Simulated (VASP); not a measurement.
# Rb (Im-3m) in VASP: a series of runs

Rb is run at these levels: r2SCAN+rVV10; tasks: single point.

Program: VASP 6.6.1. These are calculated values, not measurements. Logs are shortened: lines on timing, memory, paths and dates and some standing lists are left out, and cuts for length are marked.

## 1. The cell of the first run

It takes space group Im-3m (No. 229, cubic). The conventional cell has a = 5.605 Å, b = 5.605 Å, c = 5.605 Å, α = 90.00°, β = 90.00°, γ = 90.00°.

## 2. Single point, r2SCAN+rVV10

Contents of POSCAR:

```
Rb
1.0
   -2.8025000000      2.8025000000      2.8025000000
    2.8025000000     -2.8025000000      2.8025000000
    2.8025000000      2.8025000000     -2.8025000000
Rb
1
Direct
    0.0000000000      0.0000000000      0.0000000000
```

Contents of INCAR.step1:

```
PREC     = Accurate       # precision mode
ENCUT    = 520            # plane-wave cutoff, eV
ISMEAR   = 0              # smearing method
SIGMA    = 0.1            # smearing width, eV
LREAL    = False          # projectors in reciprocal space
LASPH    = True           # aspherical terms in the spheres
NELM     = 80             # most SCF steps
NBANDS   = 10             # bands
GGA      = PE             # functional
ALGO     = Normal         # electronic algorithm
EDIFF    = 1E-4           # SCF threshold, eV
LWAVE    = True           # write WAVECAR
LCHARG   = False          # write CHGCAR
```

Contents of INCAR.step2:

```
PREC     = Accurate       # precision mode
ENCUT    = 520            # plane-wave cutoff, eV
EDIFF    = 1E-6           # SCF threshold, eV
ISMEAR   = 0              # smearing method
SIGMA    = 0.1            # smearing width, eV
LREAL    = False          # projectors in reciprocal space
LASPH    = True           # aspherical terms in the spheres
NELM     = 80             # most SCF steps
ALGO     = Normal         # electronic algorithm
ISIF     = 2              # what is computed and relaxed
LWAVE    = False          # write WAVECAR
LCHARG   = True           # write CHGCAR
METAGGA  = R2SCAN         # meta-GGA
LMIXTAU  = True         
LUSE_VDW = True         
IVDW_NL  = 2            
BPARAM   = 11.95        
CPARAM   = 0.0093       
LELF     = True           # ELF
LVHAR    = True         
NBANDS   = 10             # bands
ISTART   = 1
```

Contents of KPOINTS:

```
Automatic mesh
0
Gamma
  4 4 4
```

Potentials or basis: VASP PAW PBE potentials, release 64 (Rb_sv).

On the command line:

```
cat potpaw_PBE.64/Rb_sv/POTCAR > POTCAR
cp INCAR.step1 INCAR
mpirun -np 1 vasp_std > vasp.out
cp INCAR.step2 INCAR
mpirun -np 1 vasp_std > vasp.out
```

OUTCAR:

```text
PREC = Accurate
   ENCUT = 520
   EDIFF = 1E-6
   ISMEAR = 0
   LREAL = False
   LASPH = True
   NELM = 80
   ISIF = 2
   METAGGA = R2SCAN
   IVDW_NL = 2
   BPARAM = 11.95
   ISTART = 1

 ion  position               nearest neighbor table
   1  0.000  0.000  0.000-

  LATTYP: Found a body centered cubic cell.
 ALAT       =     5.6050000000

  Lattice vectors:

 A1 = (  -2.8025000000,   2.8025000000,   2.8025000000)
 A2 = (   2.8025000000,  -2.8025000000,   2.8025000000)
 A3 = (   2.8025000000,   2.8025000000,  -2.8025000000)

Analysis of symmetry for initial positions (statically):
=====================================================================
 Subroutine PRICEL returns:
 Original cell was already a primitive cell.

 Routine SETGRP: Setting up the symmetry group for a
 body centered cubic supercell.

 Subroutine GETGRP returns: Found 48 space group operations
 (whereof 48 operations were pure point group operations)
 out of a pool of 48 trial point group operations.

The static configuration has the point symmetry O_h .

Analysis of symmetry for dynamics (positions and initial velocities):
=====================================================================
 Subroutine PRICEL returns:
 Original cell was already a primitive cell.

 Routine SETGRP: Setting up the symmetry group for a
 body centered cubic supercell.

 Subroutine GETGRP returns: Found 48 space group operations
 (whereof 48 operations were pure point group operations)
 out of a pool of 48 trial point group operations.

The dynamic configuration has the point symmetry O_h .

 Subroutine INISYM returns: Found 48 space group operations
 (whereof 48 operations are pure point group operations),
 and found     1 'primitive' translations

----------------------------------------------------------------------------------------

                                     Primitive cell

  volume of cell :      88.0434

  direct lattice vectors                    reciprocal lattice vectors
    -2.802500000  2.802500000  2.802500000     0.000000000  0.178412132  0.178412132
     2.802500000 -2.802500000  2.802500000     0.178412132  0.000000000  0.178412132
     2.802500000  2.802500000 -2.802500000     0.178412132  0.178412132  0.000000000

  length of vectors
     4.854072388  4.854072388  4.854072388     0.252312857  0.252312857  0.252312857

  position of ions in fractional coordinates (direct lattice)
[... 64 lines left out ...]
   IBRION =     -1    ionic relax: 0-MD 1-quasi-New 2-CG
   NFREE  =      0    steps in history (QN), initial steepest desc. (CG)
   ISIF   =      2    stress and relaxation
   ISYM   =      2    0-nonsym 1-usesym 2-fastsym
   POTIM  = 0.5000    time-step for ionic-motion
   TEBEG  =    0.0;   TEEND  =   0.0 temperature during run
   PSTRESS=    0.0 pullay stress
   NELECT =       9.0000    total number of electrons
   NUPDOWN=      -1.0000    fix difference up-down
   EMIN   =  10.00;   EMAX   =-10.00  energy-range for DOS
   EFERMI =   0.00;   METHOD = LEGACY
   ISMEAR =     0;   SIGMA  =   0.10  broadening in eV -4-tet -1-fermi 0-gaus
   EFERMI_NEDOS =   21; number of points for ismear=-14 and -15
   IALGO  =     38    algorithm
   IMIX   =      4    mixing-type and parameters
     AMIX     =   0.40;   BMIX     =  1.00
     AMIX_MAG =   1.60;   BMIX_MAG =  1.00
  volume/ion in A,a.u.               =      88.04       594.15
  Fermi-wavevector in a.u.,A,eV,Ry     =   0.765462  1.446513  7.972081  0.585931
  Thomas-Fermi vector in A             =   1.865587
   LORBIT       =      0    0 simple, 1 ext, 2 COOP (PROOUT), +10 PAW based schemes
   METAGGA = R2SCAN    functional components
   LHFCALC =     F    Hartree Fock is set to
   AEXX    =    0.0000 exact exchange contribution
   IVDW_NL    =     2    kernel type
   BPARAM     =11.9500
   IVDW    =     0    specifies the selected vdW correction
   LEPSILON=     F    determine dielectric tensor
   LRPA    =     F    only Hartree local field effects (RPA)
 non-spin polarized calculation
 Gauss-broadening in eV      SIGMA  =   0.10
  energy-cutoff  :      520.00
  volume of cell :       88.04
 maximum number of plane-waves:      2390
   NGX = 19   NGY = 19   NGZ = 19

 number of electron       9.0000000 magnetization

 Free energy of the ion-electron system (eV)
  ---------------------------------------------------
  ext. energy  EPLUGINS =         0.00000000
  ---------------------------------------------------
  free energy    TOTEN  =       -13.56636100 eV

  energy without entropy =      -13.54531936  energy(sigma->0) =      -13.55584018

 E-fermi :   0.1099     XC(G=0):  -5.8286

 val. band max:        0.1024613606   @ k =   0.2500   0.2500   0.0000
 cond. band min:       0.4615841881   @ k =   0.5000   0.0000   0.0000
 fundamental gap:      0.3591228275
 Fermi energy:         0.1098600486

 k-point     1 :       0.0000    0.0000    0.0000
  band No.  band energies     occupation
      1     -29.8884      2.00000
      2     -13.3765      2.00000
      3     -13.3765      2.00000
      4     -13.3765      2.00000
      5      -2.0145      2.00000
      6       4.2786      0.00000
      7       4.2786      0.00000
      8       4.2786      0.00000
      9       5.2761      0.00000
     10       5.2761      0.00000
[... 79 lines left out ...]
 k-point     8 :       0.5000    0.5000    0.5000
  band No.  band energies     occupation
      1     -29.8790      2.00000
      2     -13.4533      2.00000
      3     -13.4533      2.00000
      4     -13.4533      2.00000
      5       1.4048      0.00000
      6       1.4048      0.00000
      7       3.7359      0.00000
      8       3.7359      0.00000
      9       3.7359      0.00000
     10       5.9629      0.00000

------------------------ aborting loop because EDIFF is reached ----------------------------------------

  FORCE on cell =-STRESS in cart. coord.  units (eV):
  Direction    XX          YY          ZZ          XY          YZ          ZX
  --------------------------------------------------------------------------------------
  -------------------------------------------------------------------------------------
  Total        0.1206985      0.1206985      0.1206985      0.0000000      0.0000000     -0.0000000
  in kB        2.1964214      2.1964214      2.1964214      0.0000000      0.0000000     -0.0000000
  external PRESSURE =       2.1964214 kB  Pullay stress =       0.0000000 kB

 VOLUME and BASIS-vectors are now :
 -----------------------------------------------------------------------------
  energy-cutoff  :      520.00
  volume of cell :       88.04
      direct lattice vectors                 reciprocal lattice vectors
    -2.802500000  2.802500000  2.802500000     0.000000000  0.178412132  0.178412132
     2.802500000 -2.802500000  2.802500000     0.178412132  0.000000000  0.178412132
     2.802500000  2.802500000 -2.802500000     0.178412132  0.178412132  0.000000000

 POSITION                                       TOTAL-FORCE (eV/Angst)
 -----------------------------------------------------------------------------------
      0.00000      0.00000      0.00000        -0.000000      0.000000     -0.000000
 -----------------------------------------------------------------------------------
    total drift:                               -0.000000      0.000000      0.000000

  FREE ENERGIE OF THE ION-ELECTRON SYSTEM (eV)
  ---------------------------------------------------
  free  energy   TOTEN  =       -13.5663609974 eV

  energy  without entropy=      -13.5453193645  energy(sigma->0) =      -13.55584018
```

Wall time 3.8 min (1 thread of Intel Xeon 8259CL, shared host); peak memory 0.39 GiB.

Results:

* Free energy: -13.5664 eV
* Pressure: 0.2 GPa
* Band gap on the k mesh: zero (an odd number of electrons rules out a gap without spin polarisation)

Caveat: the k points lie up to 0.40 Å⁻¹ apart, too coarse for converged energies and pressures of a metal; the PAW data sets were made with another functional, which shifts forces and pressure a little.

## 3. Single point, r2SCAN+rVV10 (83.34 Å³/atom)

This run uses another cell than the first one, of 83.34 Å³/atom.

Contents of POSCAR:

```
Rb
1.0
   -2.7517033557      2.7517033557      2.7517033557
    2.7517033557     -2.7517033557      2.7517033557
    2.7517033557      2.7517033557     -2.7517033557
Rb
1
Direct
    0.0000000000      0.0000000000      0.0000000000
```

Contents of INCAR.step1:

```
  PREC = Accurate
  ENCUT = 520
  ISMEAR = 0
  SIGMA = 0.1
  LREAL = False
  LASPH = True
  NELM = 100
  NBANDS = 10
  GGA = PE
  ALGO = Normal
  EDIFF = 1E-4
  LWAVE = True
  LCHARG = False
```

Contents of INCAR.step2:

```
  PREC = Accurate
  ENCUT = 520
  EDIFF = 1E-7
  ISMEAR = 0
  SIGMA = 0.1
  LREAL = False
  LASPH = True
  NELM = 100
  ALGO = Normal
  ISIF = 2
  LWAVE = False
  LCHARG = False
  METAGGA = R2SCAN
  LMIXTAU = True
  LUSE_VDW = True
  IVDW_NL = 2
  BPARAM = 11.95
  CPARAM = 0.0093
  NBANDS = 10
  ISTART = 1
```

Contents of KPOINTS:

```
regular mesh
0
Gamma
  10 10 10
```

Potentials or basis: VASP PAW PBE potentials, release 64 (Rb_sv).

On the command line:

```
cat potpaw_PBE.64/Rb_sv/POTCAR > POTCAR
cp INCAR.step1 INCAR
mpirun -np 1 vasp_std > vasp.out
cp INCAR.step2 INCAR
mpirun -np 1 vasp_std > vasp.out
```

Run time: 5.6 min. Hardware: 1 thread of Intel Xeon 8259CL, shared host; peak memory 0.41 GiB.

It converged, with:

```
Free energy            : -13.6155 eV
Pressure               : 0.3 GPa
Band gap on the k mesh : zero (an odd number of electrons rules out a gap without spin polarisation)
```

Levels at points of the mesh, in eV from the Fermi level:
```csv
k point,band 3,band 4,band 5,band 6,band 7,band 8
"(0.00, 0.00, 0.00)",-13.48,-13.48,-2.22,4.20,4.20,4.20
"(0.50, 0.00, 0.00)",-13.52,-13.48,0.31,0.78,2.88,4.99
"(0.50, 0.50, 0.50)",-13.57,-13.57,1.23,1.23,3.76,3.76
```

Caveat: the PAW data sets were made with another functional, which shifts forces and pressure a little.

[end of part 1 of 4]

The gap in the log of VASP goes by the Fermi energy; the results here count the filled bands.